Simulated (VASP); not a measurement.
# GaP (dq5) (F-43m) in VASP: vibrations by perturbation theory with LDA

Aim: the vibrations by perturbation theory of GaP (dq5) with LDA.

All numbers are computed with VASP 6.6.1; they aren't measurements. Logs are shortened: lines on timing, memory, paths and dates and some standing lists are left out, and cuts for length are marked.

**1. The cell of the first run**

It takes space group F-43m (No. 216, cubic). Conventional cell: a = 5.391 Å, b = 5.391 Å, c = 5.391 Å, α = 90.00°, β = 90.00°, γ = 90.00°. Ga (site symmetry -43m) has 4 P at 2.33 Å within 3.1 Å. P (site symmetry -43m) has 4 Ga at 2.33 Å within 3.1 Å.

**2. Vibrations by perturbation theory, LDA**

INCAR reads:

```
PREC     = Accurate       # precision mode
ENCUT    = 520            # plane-wave cutoff, eV
EDIFF    = 1E-8           # SCF threshold, eV
ISMEAR   = 0              # smearing method
SIGMA    = 0.01           # smearing width, eV
LREAL    = F              # projectors in reciprocal space
LASPH    = T              # aspherical terms in the spheres
NELM     = 60             # most SCF steps
ALGO     = Normal         # electronic algorithm
ISIF     = 2              # what is computed and relaxed
LWAVE    = F              # write WAVECAR
LCHARG   = T              # write CHGCAR
GGA      = CA             # functional
IBRION   = 8              # ionic algorithm
NSW      = 1              # ionic steps
LEPSILON = T              # dielectric tensor by DFPT
```

KPOINTS reads:

```
Automatic mesh
0
Gamma
  8 8 8
```

POSCAR reads:

```
GaP
1.0
    0.0000000000      2.6957094171      2.6957094171
    2.6957094171      0.0000000000      2.6957094171
    2.6957094171      2.6957094171      0.0000000000
Ga P
1 1
Direct
    0.0000000000      0.0000000000      0.0000000000
    0.7500000000      0.7500000000      0.7500000000
```

Potentials or basis: VASP PAW LDA potentials, release 64 (Ga_d, P).

The run is started by

```console
$ cat potpaw_LDA.64/Ga_d/POTCAR potpaw_LDA.64/P/POTCAR > POTCAR
$ mpirun -np 1 vasp_std > vasp.out
```

OUTCAR:

```text
PREC = Accurate
   ENCUT = 520
   EDIFF = 1E-8
   ISMEAR = 0
   LREAL = F
   LASPH = T
   NELM = 60
   ISIF = 2
   GGA = CA
   IBRION = 8
   NSW = 1
   LEPSILON = T

 ion  position               nearest neighbor table
   1  0.000  0.000  0.000-   2 2.33   2 2.33   2 2.33   2 2.33
   2  0.750  0.750  0.750-   1 2.33   1 2.33   1 2.33   1 2.33

  LATTYP: Found a face centered cubic cell.
 ALAT       =     5.3914188342

  Lattice vectors:

 A1 = (   0.0000000000,   2.6957094171,   2.6957094171)
 A2 = (   2.6957094171,   0.0000000000,   2.6957094171)
 A3 = (   2.6957094171,   2.6957094171,   0.0000000000)

Analysis of symmetry for initial positions (statically):
=====================================================================
 Subroutine PRICEL returns:
 Original cell was already a primitive cell.

 Routine SETGRP: Setting up the symmetry group for a
 face centered cubic supercell.

 Subroutine GETGRP returns: Found 24 space group operations
 (whereof 24 operations were pure point group operations)
 out of a pool of 48 trial point group operations.

The static configuration has the point symmetry T_d .

Analysis of symmetry for dynamics (positions and initial velocities):
=====================================================================
 Subroutine PRICEL returns:
 Original cell was already a primitive cell.

 Routine SETGRP: Setting up the symmetry group for a
 face centered cubic supercell.

 Subroutine GETGRP returns: Found 24 space group operations
 (whereof 24 operations were pure point group operations)
 out of a pool of 48 trial point group operations.

The dynamic configuration has the point symmetry T_d .

 Subroutine INISYM returns: Found 24 space group operations
 (whereof 24 operations are pure point group operations),
 and found     1 'primitive' translations

----------------------------------------------------------------------------------------

                                     Primitive cell

  volume of cell :      39.1786

  direct lattice vectors                    reciprocal lattice vectors
     0.000000000  2.695709417  2.695709417    -0.185479932  0.185479932  0.185479932
     2.695709417  0.000000000  2.695709417     0.185479932 -0.185479932  0.185479932
     2.695709417  2.695709417  0.000000000     0.185479932  0.185479932 -0.185479932

  length of vectors
     3.812308818  3.812308818  3.812308818     0.321260666  0.321260666  0.321260666

  position of ions in fractional coordinates (direct lattice)
     0.000000000  0.000000000  0.000000000
     0.750000000  0.750000000  0.750000000

  ion indices of the primitive-cell ions
   primitive index   ion index
                 1           1
                 2           2

----------------------------------------------------------------------------------------

 KPOINTS: Automatic mesh

Automatic generation of k-mesh.
 Grid dimensions read from file:
 generate k-points for:    8    8    8

 Generating k-lattice:

  Cartesian coordinates                     Fractional coordinates (reciprocal lattice)
    -0.023184992  0.023184992  0.023184992     0.125000000  0.000000000  0.000000000
[... 533 lines left out ...]
  ---------------------------------------------------
  free energy    TOTEN  =        -1.19323281 eV

  energy without entropy =       -1.19323281

------------------------ aborting loop because EDIFF is reached ----------------------------------------

--------------------------------------- Ionic step        2  -------------------------------------------

------------------------ aborting loop because EDIFF is reached ----------------------------------------

--------------------------------------- Ionic step        3  -------------------------------------------

------------------------ aborting loop because EDIFF is reached ----------------------------------------

 PIEZOELECTRIC TENSOR FIELD DIRECTION 3  (e Angst)
 -----------------------------------------------------------------------------
    -0.00022  1.92753  0.00000           (  0.00000  0.03836  0.00000)
     1.92753 -0.00022  0.00000           (  0.03836  0.00000  0.00000)
     0.00000  0.00000 -0.00136           (  0.00000  0.00000  0.00000)

 PIEZOELECTRIC TENSOR FIELD DIRECTION 3  (C/m^2)
 -----------------------------------------------------------------------------
    -0.00009  0.78825  0.00000
     0.78825 -0.00009  0.00000
     0.00000  0.00000 -0.00056

--------------------------------------- Ionic step        4  -------------------------------------------

------------------------ aborting loop because EDIFF is reached ----------------------------------------

[... ionic steps 5 to 6 ...]

--------------------------------------- Ionic step        7  -------------------------------------------

 Free energy of the ion-electron system (eV)
  ---------------------------------------------------
  ---------------------------------------------------
  free energy    TOTEN  =        -0.04766935 eV

  energy without entropy =       -0.04766935

------------------------ aborting loop because EDIFF is reached ----------------------------------------

 INTERNAL STRAIN TENSOR  FOR ION    2  DIRECTION 1   (eV/Angst):
 -----------------------------------------------------------------------------
    -0.01310  0.00000  0.00000
     0.00000  0.00852  7.74775
     0.00000  7.74775  0.00852

 MACROSCOPIC STATIC DIELECTRIC TENSOR (including local field effects in DFT)
 ------------------------------------------------------
          11.462503    -0.000000    -0.000000
          -0.000000    11.462503    -0.000000
           0.000000     0.000000    11.462503
 ------------------------------------------------------

 PIEZOELECTRIC TENSOR (including local field effects)  for field in x, y, z        (e  Angst)
          XX          YY          ZZ          XY          YZ          ZX
  --------------------------------------------------------------------------------
  x     0.00000    -0.00000     0.00000     0.00000     1.93520     0.00000
  y    -0.00000    -0.00000     0.00000     0.00000     0.00000     1.93520
  z     0.00000     0.00000     0.00000     1.93520     0.00000     0.00000

 PIEZOELECTRIC TENSOR (including local field effects)  for field in x, y, z        (C/m^2)
          XX          YY          ZZ          XY          YZ          ZX
  --------------------------------------------------------------------------------
  x     0.00000    -0.00000     0.00000     0.00000     0.79138     0.00000
  y    -0.00000    -0.00000     0.00000     0.00000     0.00000     0.79138
  z     0.00000     0.00000     0.00000     0.79138     0.00000     0.00000

 BORN EFFECTIVE CHARGES (including local field effects) (in |e|, cummulative output)
 ---------------------------------------------------------------------------------
 ion    1
    1     2.12101     0.00000     0.00000
    2    -0.00000     2.12101    -0.00000
    3    -0.00000     0.00000     2.12101
 ion    2
    1    -2.12101     0.00000     0.00000
    2     0.00000    -2.12101     0.00000
    3     0.00000    -0.00000    -2.12101

 INTERNAL STRAIN TENSOR FOR ION    2 for displacements in x,y,z  (eV/Angst):
          X           Y           Z          XY          YZ          ZX
  --------------------------------------------------------------------------------
  x    -0.00000     0.00000     0.00000     0.00000     7.74775     0.00000
  y     0.00000    -0.00000     0.00000     0.00000     0.00000     7.74775
  z     0.00000     0.00000    -0.00000     7.74775     0.00000     0.00000

 SECOND DERIVATIVES (NOT SYMMETRIZED)
 ------------------------------------
               1X          1Y          1Z          2X          2Y          2Z
  1X   -10.507117    0.000000    0.000000   10.507117    0.000000    0.000000
  1Y     0.000000  -10.507117    0.000000    0.000000   10.507117    0.000000
  1Z     0.000000    0.000000  -10.507117    0.000000    0.000000   10.507117
  2X    10.499108    0.000000    0.000000  -10.499108    0.000000    0.000000
  2Y     0.000000   10.499108    0.000000    0.000000  -10.499108    0.000000
  2Z     0.000000    0.000000   10.499108    0.000000    0.000000  -10.499108

 Eigenvectors and eigenvalues of the dynamical matrix
 ----------------------------------------------------

   1 f  =   10.939550 THz    68.735222 2PiTHz  364.904123 cm-1    45.242325 meV
             X         Y         Z           dx          dy          dz
      0.000000  0.000000  0.000000     0.000000    0.554760    0.000000
      4.043564  4.043564  4.043564     0.000000   -0.832011    0.000000
[... 21 lines left out ...]
   6 f/i=    0.001925 THz     0.012096 2PiTHz    0.064216 cm-1     0.007962 meV
             X         Y         Z           dx          dy          dz
      0.000000  0.000000  0.000000     0.000000    0.000000    0.832011
      4.043564  4.043564  4.043564     0.000000    0.000000    0.554760

--------------------------------------------------------------------------------------------------------

 MACROSCOPIC STATIC DIELECTRIC TENSOR IONIC CONTRIBUTION
 ------------------------------------------------------
           1.978260    -0.000000    -0.000000
          -0.000000     1.978260    -0.000000
          -0.000000    -0.000000     1.978260
 ------------------------------------------------------

 ELASTIC MODULI CONTR FROM IONIC RELAXATION (kBar)
 Direction    XX          YY          ZZ          XY          YZ          ZX
 --------------------------------------------------------------------------------
 XX          -0.0000      0.0000      0.0000     -0.0000      0.0000     -0.0000
 YY           0.0000     -0.0000     -0.0000     -0.0000     -0.0000      0.0000
 ZZ           0.0000     -0.0000     -0.0000      0.0000     -0.0000     -0.0000
 XY          -0.0000     -0.0000      0.0000   -231.4792      0.0000      0.0000
 YZ           0.0000     -0.0000     -0.0000      0.0000   -231.4792      0.0000
 ZX          -0.0000      0.0000     -0.0000      0.0000      0.0000   -231.4792
 --------------------------------------------------------------------------------

 PIEZOELECTRIC TENSOR IONIC CONTR  for field in x, y, z        (C/m^2)
          XX          YY          ZZ          XY          YZ          ZX
  --------------------------------------------------------------------------------
  x     0.00000    -0.00000    -0.00000     0.00000    -0.63675     0.00000
  y    -0.00000     0.00000    -0.00000     0.00000     0.00000    -0.63675
  z    -0.00000    -0.00000     0.00000    -0.63675     0.00000    -0.00000
```

Run time: 4.2 min. Hardware: 1 thread of AMD EPYC 9R45 (Zen 5), shared host; peak memory 0.22 GiB.

Results:

```yaml
Electronic_dielectric_tensor_diagonal: 11.46
Born_charges_mean_of_the_diagonal: Ga +2.12; P -2.12 e
Highest_phonon_frequency_at_Γ_LO-TO_splitting_left_out: 365 cm⁻¹
```

Phonon frequencies in cm⁻¹ (negative: imaginary):
| q point | frequencies |
| --- | --- |
| (0.000, 0.000, 0.000) | 0 0 0 365 365 365 |

Electronic dielectric tensor:
```
11.46  0.00  0.00
 0.00 11.46  0.00
 0.00  0.00 11.46
```

Born effective charge tensors (e):
atom 1, Ga
```
2.12 0.00 0.00
0.00 2.12 0.00
0.00 0.00 2.12
```
atom 2, P
```
-2.12  0.00  0.00
 0.00 -2.12  0.00
 0.00  0.00 -2.12
```
